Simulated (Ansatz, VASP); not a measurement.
InP in VASP and in Ansatz

```xyz
2
Lattice="0.0000 2.7702 2.7702 2.5763 0.0000 2.7702 2.5763 2.7702 0.0000" Properties=species:S:1:pos:R:3 pbc="T T T"
In    0.0353    0.0000    0.0000
P     2.4454    2.7702    2.7702
```

Change from the starting cell: mode 4 frozen in at -0.141 Å, normal strain along x -0.0700.

Alike in both runs: task single point; functional PBE; k mesh 14 × 14 × 14; occupations gaussian, width 0.15 eV; no spin polarisation.

|  | VASP | Ansatz |
| --- | --- | --- |
| version | VASP 6.6.1 | Ansatz 0.2.0 |
| potentials or method | VASP PAW PBE potentials, release 64 (In_d, P), cutoff 520 eV | scalar-relativistic, plane waves, PAW |
| valence electrons in the cell | 18 | 18 |

VASP gave:

```
gap on the k mesh at the Fermi level (eV)                     : none
pressure (GPa)                                                : 8.9
traceless stress, the component that is largest in VASP (GPa) : 12.17
rms of the force components (eV/Å)                            : 0.870
```

Question: What did Ansatz give for the same quantities?

Answer: gap on the k mesh at the Fermi level (eV): none; pressure (GPa): 9.0; traceless stress, the component that is largest in VASP (GPa): 12.29; rms of the force components (eV/Å): 0.879.

Atom by atom the forces differ by 0.009 eV/Å (rms over components). A gap of «none» marks a metal or a gap that the smearing closes. With one functional, cell and mesh, what is left measures potentials, basis and numerics.
